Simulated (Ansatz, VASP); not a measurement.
## One calculation of ZnAu, two programs

The input POSCAR:

```
ZnAu
1.0
    3.1470000000      0.0000000000      0.0000000000
    0.0000000000      3.1470000000      0.0000000000
    0.0000000000      0.0000000000      3.3043500000
Zn Au
1 1
Direct
    0.5000000000      0.5000000000      0.5000000000
    0.0000000000      0.0000000000      0.0000000000
```

INCAR.step1

```
ALGO = Normal
EDIFF = 1E-4
ENCUT = 520
GGA = PE
ISMEAR = 0
LASPH = T
LCHARG = F
LREAL = F
LWAVE = T
NBANDS = 18
NELM = 80
PREC = Accurate
SIGMA = 0.15
```

File INCAR.step2:

```
ALGO = Normal
EDIFF = 1E-6
ENCUT = 520
ISIF = 2
ISMEAR = 0
ISTART = 1
LASPH = T
LCHARG = F
LMIXTAU = T
LREAL = F
LWAVE = F
METAGGA = R2SCAN
NBANDS = 18
NELM = 80
PREC = Accurate
SIGMA = 0.15
```

KPOINTS

```
k-points
0
Gamma
  16 16 16
```

Input for Ansatz:

```yaml
crystal:
  lattice:
    - [3.147, 0.0, 0.0]
    - [0.0, 3.147, 0.0]
    - [0.0, 0.0, 3.30435]
  atoms:
    - { symbol: Zn, position: [0.5, 0.5, 0.5] }
    - { symbol: Au, position: [0.0, 0.0, 0.0] }
basis:
  ecutwfc: 500
kpoints:
  mp_grid: { grid: [16, 16, 16] }
hamiltonian:
  xc: r2scan
scf:
  occupations: { method: gaussian, width: 0.15 }
output:
  forces: true
  stress: true
  eigenvalues: true
```

Change from the starting cell: strain +0.000 along x and y, +0.050 along z, atoms carried along.

Alike in both runs: task single point; functional r2SCAN; k mesh 16 × 16 × 16; occupations gaussian, width 0.15 eV; no spin polarisation.

```csv
,VASP,Ansatz
version,VASP 6.6.1,Ansatz 0.2.0
potentials or method,"VASP PAW PBE potentials, release 64 (Zn, Au), cutoff 520 eV","scalar-relativistic, plane waves, PAW"
valence electrons in the cell,23,31
```

|  | VASP | Ansatz | Ansatz less VASP |
| --- | --- | --- | --- |
| gap on the k mesh at the Fermi level (eV) | none | none | - |
| pressure (GPa) | -5.3 | -5.6 | -0.25 |
| traceless stress, the component that is largest in VASP (GPa) | -0.36 | -0.48 | -0.127 |

VASP's potentials were made for PBE, not for r2SCAN. A gap of «none» marks a metal or a gap that the smearing closes. VASP's potentials hold 23 valence electrons a cell and Ansatz's 31, so a difference there can come from the potentials and not from the codes.

Neither program's run includes spin-orbit coupling.
